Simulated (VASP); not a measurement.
Input of a VASP 6.6.1 run:

Contents of INCAR:

```
SYSTEM = YSe3
  ALGO = Normal
  EDIFF = 1E-6
  ENCUT = 520
  GGA = PE
  ISIF = 2
  ISMEAR = 0
  LASPH = .True.
  LCHARG = .False.
  LREAL = .False.
  LWAVE = .False.
  NBANDS = 22
  NELM = 100
  PREC = Accurate
  SIGMA = 0.1
```

The input KPOINTS:

```
k-points
0
Gamma
  16 16 16
  0 0 0
```

POSCAR

```
YSe3
1.0
   -1.9729366773      1.9729366773      6.1879881840
    1.9729366773     -1.9729366773      6.1879881840
    1.9729366773      1.9729366773     -6.1879881840
Y Se
1 3
Direct
    0.0000000000      0.0000000000      0.0000000000
    0.5000000000      0.5000000000      0.0000000000
    0.2500000000      0.7500000000      0.5000000000
    0.7500000000      0.2500000000      0.5000000000
```

Potentials or basis: VASP PAW PBE potentials, release 64 (Y_sv, Se).

Run with:

```sh
$ cat potpaw_PBE.64/Y_sv/POTCAR potpaw_PBE.64/Se/POTCAR > POTCAR
$ mpirun -np 1 vasp_std > vasp.out
```

Task: Estimate the band gap on the k mesh.

Result: Zero (an odd number of electrons rules out a gap without spin polarisation).

Task: What does it give for the pressure?

Result: 0.0 GPa.
